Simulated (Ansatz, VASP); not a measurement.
TiO2 in VASP and in Ansatz

```
CELL_PARAMETERS angstrom
4.64332 0.00000 0.00000
0.00000 4.64332 0.00000
0.00000 0.00000 2.96387
ATOMIC_POSITIONS crystal
Ti 0.50000 0.50000 0.00000
Ti 0.00000 0.00000 0.50000
O 0.69487 0.69487 0.50000
O 0.80513 0.19487 0.00000
O 0.19487 0.80513 0.00000
O 0.30513 0.30513 0.50000
```

Alike in both runs: functional PBE; k mesh 6 × 6 × 10; occupations gaussian, width 0.02 eV; no spin polarisation.

Ansatz relaxed the structure, and its values are those at the end. VASP's run is a single point on that final structure, the one shown.

```csv
,VASP,Ansatz
version,VASP 6.6.1,Ansatz 0.2.0
potentials or method,"VASP PAW PBE potentials, release 64 (Ti_sv, O), cutoff 520 eV","scalar-relativistic, plane waves, PAW"
valence electrons in the cell,48,48
```

|  | VASP | Ansatz | Ansatz less VASP |
| --- | --- | --- | --- |
| gap on the k mesh at the Fermi level (eV) | 1.84 | 1.86 | +0.024 |
| least direct gap on the mesh (eV) | 1.84 | 1.86 | +0.024 |
| pressure (GPa) | 0.7 | 0.0 | -0.65 |
| rms of the force components (eV/Å) | 0.014 | 0.000 | -0.0135 |
